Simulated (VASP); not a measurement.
# BeS: relaxation of the atoms with PBEsol

BeS, a slab with vacuum:

```
Be S
1.0
     3.42098    0.00000    0.00000
     0.00000    4.83799    0.00000
     0.00000    0.00000   23.84195
Be S
5 5
Direct
  0.50000 0.50000 0.35651
  0.00000 0.00000 0.42826
  0.50000 0.50000 0.50000
  0.00000 0.00000 0.57174
  0.50000 0.50000 0.64349
  0.00000 0.25000 0.35651
  0.50000 0.75000 0.42826
  0.00000 0.25000 0.50000
  0.50000 0.75000 0.57174
  0.00000 0.25000 0.64349
```

```
Program                   : VASP 6.6.1
Task                      : relaxation of the atoms
Functional                : PBEsol
Potentials or basis       : VASP PAW PBE potentials, release 64 (Be, S)
Cutoff                    : 520 eV
k mesh                    : 8 × 6 × 1
Occupations               : gaussian, width 0.05 eV
Spin                      : no spin polarisation
Dipole correction         : yes
Atoms held fixed (from 0) : [0, 1, 5, 6]
Further INCAR settings    : ALGO = Normal; EDIFF = 1e-06; IBRION = 2; EDIFFG = -0.03; NSW = 90
```

* Energy gained by relaxing: 55.8 meV/atom
* Ionic steps: 20
* Band gap on the k mesh: 2.66 eV (least direct gap 3.00 eV)

The path:
```csv
step,energy change (eV),largest force on free atoms (eV/Å),pressure (GPa)
1,0.0000,2.1887,-1.06
2,-0.2786,1.3195,-0.91
3,-0.3834,0.7733,-0.74
4,-0.4735,0.4968,-0.81
5,-0.5263,0.4690,-0.90
6,-0.5438,0.1566,-0.84
7,-0.5439,0.1761,-0.84
8,-0.5468,0.0697,-0.82
9,-0.5473,0.1170,-0.80
10,-0.5492,0.0980,-0.77
11,-0.5504,0.1354,-0.73
12,-0.5518,0.1219,-0.72
13,-0.5547,0.0809,-0.69
14,-0.5550,0.1526,-0.62
15,-0.5557,0.0884,-0.65
16,-0.5572,0.0639,-0.64
17,-0.5576,0.0809,-0.62
18,-0.5582,0.0385,-0.62
19,-0.5582,0.0377,-0.62
20,-0.5584,0.0242,-0.62
```

Final structure:
```
Be S
1.0
     3.42098    0.00000    0.00000
     0.00000    4.83799    0.00000
     0.00000    0.00000   23.84195
Be S
5 5
Cartesian
  1.7105 2.4190 8.5000
  0.0000 0.0000 10.2105
  1.7105 2.3931 11.9096
  0.0000 0.0077 13.6979
  1.7105 2.0848 14.9434
  0.0000 1.2095 8.5000
  1.7105 3.6285 10.2105
  0.0000 1.1891 11.9397
  1.7105 3.6308 13.6192
  0.0000 1.1468 15.4470
```

Levels at points of the mesh, in eV from the valence-band top:
```csv
k point,band 18,band 19,band 20,band 21,band 22,band 23
"(0.00, 0.00, 0.00)",-0.29,-0.10,0.00,3.00,3.60,4.72
"(0.50, 0.00, 0.00)",-1.71,-0.98,-0.39,2.66,3.18,3.73
"(0.00, 0.50, 0.00)",-0.74,-0.54,-0.38,3.11,4.50,5.13
"(0.50, 0.50, 0.00)",-1.39,-0.69,-0.27,3.36,4.28,5.85
```

It took 18 min on 2 MPI ranks on Intel(R) Xeon(R) Platinum 8488C (Sapphire Rapids) (shared host), peak memory 0.55 GiB a rank.

Caveat: the PAW data sets were made with another functional, which shifts forces and pressure a little.
